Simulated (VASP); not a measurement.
# MnO (R-3m) in VASP: further runs

MnO is run at these levels: PBE+U; tasks: single point, relaxation of shape and atoms at fixed volume.

Program: VASP 6.6.1. These are calculated values, not measurements. Logs are shortened: lines on timing, memory, paths and dates and some standing lists are left out, and cuts for length are marked.

## (1) The cell of the first run

It takes space group R-3m (No. 166, trigonal). The conventional cell has a = 3.149 Å, b = 3.149 Å, c = 7.591 Å, α = 90.00°, β = 90.00°, γ = 120.00°. Mn (site symmetry -3m) has 6 O at 2.22 Å within 2.9 Å. O (site symmetry -3m) has 6 Mn at 2.22 Å within 2.9 Å.

## (2) Single point, PBE+U, collinear spin, ferromagnetic start

INCAR reads:

```
ALGO = Normal ; EDIFF = 1E-6
ENCUT = 700 ; GGA = PE
GGA_COMPAT = False ; ISIF = 2
ISMEAR = 0 ; ISPIN = 2
LASPH = True ; LCHARG = False
LDAU = True ; LDAUJ = 0 0
LDAUL = 2 -1 ; LDAUPRINT = 1
LDAUTYPE = 2 ; LDAUU = 3.9 0
LMAXMIX = 4 ; LORBIT = 11
LREAL = False ; LWAVE = False
MAGMOM = 5 0 ; NBANDS = 22
NELM = 200 ; PREC = Accurate
SIGMA = 0.05
```

KPOINTS reads:

```
k-points
0
Gamma
  12 12 12
```

POSCAR reads:

```
MnO
1.0
    1.5746100000      0.9091015100      2.5304666700
   -1.5746100000      0.9091015100      2.5304666700
    0.0000000000     -1.8182030100      2.5304666700
Mn O
1 1
Direct
    1.0000000000      0.0000000000      0.0000000000
    0.5000000000      0.5000000000      0.5000000000
```

Potentials or basis: VASP PAW PBE potentials, release 64 (Mn_sv, O).

The run is started by

```
$ cat potpaw_PBE.64/Mn_sv/POTCAR potpaw_PBE.64/O/POTCAR > POTCAR
$ mpirun -np 1 vasp_std > vasp.out
```

OUTCAR:

```text
EDIFF = 1E-6
   ENCUT = 700
   GGA = PE
   ISIF = 2
   ISMEAR = 0
   ISPIN = 2
   LASPH = True
   LORBIT = 11
   LREAL = False
   NELM = 200
   PREC = Accurate

 ion  position               nearest neighbor table
   1  0.000  0.000  0.000-   2 2.22   2 2.22   2 2.22   2 2.22   2 2.22   2 2.22
   2  0.500  0.500  0.500-   1 2.22   1 2.22   1 2.22   1 2.22   1 2.22   1 2.22

  LATTYP: Found a trigonal (rhomboedric) cell.
 ALAT       =     3.1159466901
 COS(alpha) =     0.4892645908

  Lattice vectors:

 A1 = (   1.5746100000,   0.9091015100,   2.5304666700)
 A2 = (  -1.5746100000,   0.9091015100,   2.5304666700)
 A3 = (   0.0000000000,  -1.8182030100,   2.5304666700)

Analysis of symmetry for initial positions (statically):
=====================================================================
 Subroutine PRICEL returns:
 Original cell was already a primitive cell.

 Routine SETGRP: Setting up the symmetry group for a
 trigonal (rhombohedral) supercell.

 Subroutine GETGRP returns: Found 12 space group operations
 (whereof 12 operations were pure point group operations)
 out of a pool of 12 trial point group operations.

The static configuration has the point symmetry D_3d.

Analysis of symmetry for dynamics (positions and initial velocities):
=====================================================================
 Subroutine PRICEL returns:
 Original cell was already a primitive cell.

 Routine SETGRP: Setting up the symmetry group for a
 trigonal (rhombohedral) supercell.

 Subroutine GETGRP returns: Found 12 space group operations
 (whereof 12 operations were pure point group operations)
 out of a pool of 12 trial point group operations.

The dynamic configuration has the point symmetry D_3d.

Analysis of structural, dynamic, and magnetic symmetry:
=====================================================================
 Subroutine PRICEL returns:
 Original cell was already a primitive cell.

 Routine SETGRP: Setting up the symmetry group for a
 trigonal (rhombohedral) supercell.

 Subroutine GETGRP returns: Found 12 space group operations
 (whereof 12 operations were pure point group operations)
 out of a pool of 12 trial point group operations.

The overall configuration has the point symmetry D_3d.

 Subroutine INISYM returns: Found 12 space group operations
 (whereof 12 operations are pure point group operations),
 and found     1 'primitive' translations

----------------------------------------------------------------------------------------

                                     Primitive cell

  volume of cell :      21.7339

  direct lattice vectors                    reciprocal lattice vectors
     1.574610000  0.909101510  2.530466670     0.317538946  0.183331196  0.131728008
    -1.574610000  0.909101510  2.530466670    -0.317538946  0.183331196  0.131728008
     0.000000000 -1.818203010  2.530466670     0.000000000 -0.366662392  0.131728008

  length of vectors
     3.115946690  3.115946690  3.115946687     0.389606953  0.389606953  0.389606953

  position of ions in fractional coordinates (direct lattice)
     0.000000000  0.000000000  0.000000000
     0.500000000  0.500000000  0.500000000

  ion indices of the primitive-cell ions
   primitive index   ion index
                 1           1
                 2           2

----------------------------------------------------------------------------------------

 KPOINTS: k-points

Automatic generation of k-mesh.
 Grid dimensions read from file:
 generate k-points for:   12   12   12

 Generating k-lattice:

  Cartesian coordinates                     Fractional coordinates (reciprocal lattice)
     0.026461579  0.015277600  0.010977334     0.083333333 -0.000000000 -0.000000000
    -0.026461579  0.015277600  0.010977334    -0.000000000  0.083333333 -0.000000000
     0.000000000 -0.030555199  0.010977334     0.000000000  0.000000000  0.083333333

  Length of vectors
     0.032467246  0.032467246  0.032467246

  Shift w.r.t. Gamma in fractional coordinates (k-lattice)
     0.000000000  0.000000000  0.000000000

 Subroutine IBZKPT returns following result:
 ===========================================

 Found    189 irreducible k-points:

 Following reciprocal coordinates:
            Coordinates               Weight
  0.000000  0.000000  0.000000      1.000000
  0.083333  0.000000  0.000000      6.000000
  0.166667  0.000000  0.000000      6.000000
  0.250000  0.000000  0.000000      6.000000
  0.333333 -0.000000  0.000000      6.000000
  0.416667  0.000000  0.000000      6.000000
[... 16 lines left out ...]
  0.500000  0.166667  0.000000     12.000000
 -0.416667  0.166667 -0.000000     12.000000
 [... further k-points ...]
   k-points           NKPTS =    189   k-points in BZ     NKDIM =    189   number of bands    NBANDS=     22
   number of dos      NEDOS =    301   number of ions     NIONS =      2
   total plane-waves  NPLWV =  21952
   dimension x,y,z NGX =    28 NGY =   28 NGZ =   28
   dimension x,y,z NGXF=    56 NGYF=   56 NGZF=   56
   ions per type =               1   1
   NGX,Y,Z   is equivalent  to a cutoff of  14.94, 14.94, 14.94 a.u.
   NGXF,Y,Z  is equivalent  to a cutoff of  29.88, 29.88, 29.88 a.u.
 SYSTEM =  unknown system
   PREC   = accura    normal or accurate (medium, high low for compatibility)
   ISTART =      0    job   : 0-new  1-cont  2-samecut
   ICHARG =      2    charge: 1-file 2-atom 10-const
   ISPIN  =      2    spin polarized calculation?
   LNONCOLLINEAR =      F non collinear calculations
   LSORBIT =      F    spin-orbit coupling
   LASPH  =      T    aspherical Exc in radial PAW
   ENCUT  =  700.0 eV  51.45 Ry    7.17 a.u.   6.72  6.72  6.72*2*pi/ulx,y,z
   NELM   =    200;   NELMIN=  2; NELMDL= -5     # of ELM steps
   EDIFF  = 0.1E-05   stopping-criterion for ELM
   LREAL  =      F    real-space projection
[... 7 lines left out ...]
   TEBEG  =    0.0;   TEEND  =   0.0 temperature during run
   PSTRESS=    0.0 pullay stress
   NELECT =      21.0000    total number of electrons
   NUPDOWN=      -1.0000    fix difference up-down
   EMIN   =  10.00;   EMAX   =-10.00  energy-range for DOS
   EFERMI =   0.00;   METHOD = LEGACY
   ISMEAR =     0;   SIGMA  =   0.05  broadening in eV -4-tet -1-fermi 0-gaus
   EFERMI_NEDOS =   21; number of points for ismear=-14 and -15
   IALGO  =     38    algorithm
   IMIX   =      4    mixing-type and parameters
     AMIX     =   0.40;   BMIX     =  1.00
     AMIX_MAG =   1.60;   BMIX_MAG =  1.00
  volume/ion in A,a.u.               =      10.87        73.33
  Fermi-wavevector in a.u.,A,eV,Ry     =   1.618461  3.058447 35.639308  2.619415
  Thomas-Fermi vector in A             =   2.712720
   LORBIT       =     11    0 simple, 1 ext, 2 COOP (PROOUT), +10 PAW based schemes
 LDA+U is selected, type is set to LDAUTYPE =  2
   angular momentum for each species LDAUL =     2   -1
   U (eV)           for each species LDAUU =   3.9  0.0
   J (eV)           for each species LDAUJ =   0.0  0.0
   GGA     = PE    functional components
   LHFCALC =     F    Hartree Fock is set to
   AEXX    =    0.0000 exact exchange contribution
   IVDW    =     0    specifies the selected vdW correction
   LEPSILON=     F    determine dielectric tensor
   LRPA    =     F    only Hartree local field effects (RPA)
 spin polarized calculation
 Gauss-broadening in eV      SIGMA  =   0.05
  energy-cutoff  :      700.00
  volume of cell :       21.73
 maximum number of plane-waves:       930
   NGX = 13   NGY = 13   NGZ = 13

atom =   1  type =  1  l = 2

 onsite density matrix

spin component  1

  0.9236  0.0000  0.0000 -0.0161 -0.0000
  0.0000  0.9340  0.0000  0.0000 -0.0161
  0.0000  0.0000  0.9116  0.0000 -0.0000
 -0.0161  0.0000  0.0000  0.9340 -0.0000
 -0.0000 -0.0161 -0.0000 -0.0000  0.9236

spin component  2

  0.0276 -0.0000 -0.0000 -0.0187 -0.0000
 -0.0000  0.0403 -0.0000  0.0000 -0.0187
 -0.0000 -0.0000  0.0142 -0.0000 -0.0000
 -0.0187  0.0000 -0.0000  0.0403  0.0000
 -0.0000 -0.0187 -0.0000  0.0000  0.0276

 occupancies and eigenvectors

  o =  0.0142  v =  0.0000  0.0000  0.0000  0.0000  0.0000 -0.0000 -0.0000 -1.0000 -0.0000 -0.0000      0.0000  0.0000  0.0000  0.0000  0.0000  0.0000  0.0000  0.0000  0.0000  0.0000
  o =  0.0142  v =  0.0000  0.0000  0.0000  0.0000  0.0000 -0.0000  0.5821 -0.0000 -0.0000  0.8131      0.0000  0.0000  0.0000  0.0000  0.0000  0.0000  0.0000  0.0000  0.0000  0.0000
  o =  0.0142  v =  0.0000  0.0000  0.0000  0.0000  0.0000  0.8131  0.0000 -0.0000  0.5821  0.0000      0.0000  0.0000  0.0000  0.0000  0.0000  0.0000  0.0000  0.0000  0.0000  0.0000
  o =  0.0537  v =  0.0000  0.0000  0.0000  0.0000  0.0000 -0.5821 -0.0000  0.0000  0.8131  0.0000      0.0000  0.0000  0.0000  0.0000  0.0000  0.0000  0.0000  0.0000  0.0000  0.0000
  o =  0.0537  v =  0.0000  0.0000  0.0000  0.0000  0.0000  0.0000 -0.8131 -0.0000 -0.0000  0.5821      0.0000  0.0000  0.0000  0.0000  0.0000  0.0000  0.0000  0.0000  0.0000  0.0000
  o =  0.9116  v =  0.0000 -0.0000 -1.0000 -0.0000 -0.0000  0.0000  0.0000  0.0000  0.0000  0.0000      0.0000  0.0000  0.0000  0.0000  0.0000  0.0000  0.0000  0.0000  0.0000  0.0000
  o =  0.9119  v =  0.0000  0.5889 -0.0000 -0.0000  0.8082  0.0000  0.0000  0.0000  0.0000  0.0000      0.0000  0.0000  0.0000  0.0000  0.0000  0.0000  0.0000  0.0000  0.0000  0.0000
  o =  0.9119  v = -0.8082  0.0000  0.0000 -0.5889 -0.0000  0.0000  0.0000  0.0000  0.0000  0.0000      0.0000  0.0000  0.0000  0.0000  0.0000  0.0000  0.0000  0.0000  0.0000  0.0000
  o =  0.9457  v = -0.5889 -0.0000 -0.0000  0.8082  0.0000  0.0000  0.0000  0.0000  0.0000  0.0000      0.0000  0.0000  0.0000  0.0000  0.0000  0.0000  0.0000  0.0000  0.0000  0.0000
  o =  0.9457  v =  0.0000 -0.8082 -0.0000 -0.0000  0.5889  0.0000  0.0000  0.0000  0.0000  0.0000      0.0000  0.0000  0.0000  0.0000  0.0000  0.0000  0.0000  0.0000  0.0000  0.0000

 number of electron      21.0000006 magnetization       5.0000003

 Free energy of the ion-electron system (eV)
  ---------------------------------------------------
  ext. energy  EPLUGINS =         0.00000000
  ---------------------------------------------------
  free energy    TOTEN  =       -15.31022121 eV

  energy without entropy =      -15.31021922  energy(sigma->0) =      -15.31022021

 E-fermi :   8.9636     XC(G=0): -11.9052

 val. band max:        8.8708029660   @ k =   0.5000   0.5000   0.5000
 cond. band min:       9.0383384233   @ k =   0.0000   0.0000   0.0000
 fundamental gap:      0.1675354573
 Fermi energy:         8.9635573351

 spin component 1

 k-point     1 :       0.0000    0.0000    0.0000
  band No.  band energies     occupation
      1     -72.1894      1.00000
      2     -40.9399      1.00000
      3     -40.9308      1.00000
      4     -40.9308      1.00000
      5     -10.6871      1.00000
      6       4.7664      1.00000
[... 14 lines left out ...]
     21      29.4295      0.00000
     22      31.5369      0.00000
[... 552 lines left out ...]
  band No.  band energies     occupation
      1     -72.1820      1.00000
      2     -40.9916      1.00000
      3     -40.9549      1.00000
      4     -40.9451      1.00000
      5      -9.6582      1.00000
      6       1.3745      1.00000
[... 14 lines left out ...]
     21      33.9217      0.00000
     22      34.9525      0.00000

 [... further k-points ...]

 spin component 2

 k-point     1 :       0.0000    0.0000    0.0000
  band No.  band energies     occupation
      1     -67.1475      1.00000
      2     -35.9797      1.00000
      3     -35.9679      1.00000
      4     -35.9679      1.00000
      5     -10.2861      1.00000
      6       6.2039      1.00000
[... 14 lines left out ...]
     21      31.9703      0.00000
     22      34.3395      0.00000
[... 552 lines left out ...]
  band No.  band energies     occupation
      1     -67.1385      1.00000
      2     -36.0468      1.00000
      3     -35.9983      1.00000
      4     -35.9856      1.00000
      5      -9.2828      1.00000
      6       2.5725      1.00000
[... 14 lines left out ...]
     21      34.8677      0.00000
     22      36.5814      0.00000

 [... further k-points ...]

------------------------ aborting loop because EDIFF is reached ----------------------------------------

  FORCE on cell =-STRESS in cart. coord.  units (eV):
  Direction    XX          YY          ZZ          XY          YZ          ZX
  --------------------------------------------------------------------------------------
  -------------------------------------------------------------------------------------
  Total        1.0042776      1.0042776      1.3370256      0.0000000      0.0000000      0.0000000
  in kB       74.0333012     74.0333011     98.5628050      0.0000000      0.0000001      0.0000000
  external PRESSURE =      82.2098024 kB  Pullay stress =       0.0000000 kB

 VOLUME and BASIS-vectors are now :
 -----------------------------------------------------------------------------
  energy-cutoff  :      700.00
  volume of cell :       21.73
      direct lattice vectors                 reciprocal lattice vectors
     1.574610000  0.909101510  2.530466670     0.317538946  0.183331196  0.131728008
    -1.574610000  0.909101510  2.530466670    -0.317538946  0.183331196  0.131728008
     0.000000000 -1.818203010  2.530466670     0.000000000 -0.366662392  0.131728008

 POSITION                                       TOTAL-FORCE (eV/Angst)
 -----------------------------------------------------------------------------------
      0.00000      0.00000      0.00000        -0.000000      0.000000      0.000000
      0.00000      0.00000      3.79570         0.000000     -0.000000     -0.000000
 -----------------------------------------------------------------------------------
    total drift:                                0.000000     -0.000000      0.000000

  FREE ENERGIE OF THE ION-ELECTRON SYSTEM (eV)
  ---------------------------------------------------
  free  energy   TOTEN  =       -15.3102212112 eV

  energy  without entropy=      -15.3102192177  energy(sigma->0) =      -15.31022021

 total charge

# of ion       s       p       d       tot
------------------------------------------
    1        2.117   6.016   4.753  12.887
    2        1.551   3.463   0.000   5.014
--------------------------------------------------
tot          3.668   9.480   4.753  17.901

 magnetization (x)

# of ion       s       p       d       tot
------------------------------------------
    1        0.023   0.015   4.458   4.497
    2        0.025   0.148   0.000   0.173
--------------------------------------------------
tot          0.048   0.163   4.458   4.670
```

Run time: 5.2 min. Hardware: 1 thread of Intel Xeon Platinum 8259CL at 2.50GHz (Skylake/Cascade Lake), shared host; peak memory 0.32 GiB.

What came out:

* Free energy: -15.3102 eV
* Pressure: 8.2 GPa
* Band gap on the k mesh: 0.17 eV (least direct gap 2.74 eV)
* Net moment: 5.00 μB per cell
* Site moments: Mn +4.50; O +0.17 μB
* Valence electrons inside the program's atomic spheres: Mn 12.89; O 5.01

Eigenvalues of the final occupation matrices:
| site | spin | trace | eigenvalues |
| --- | --- | --- | --- |
| site 1 d | 1 | 4.63 | 0.91 0.91 0.91 0.95 0.95 |
| site 1 d | 2 | 0.15 | 0.01 0.01 0.01 0.05 0.05 |

Caveat: the cell stands under pressure; a cell with one magnetic atom can't hold antiferromagnetic order, which such compounds often take.

[end of part 1 of 2]
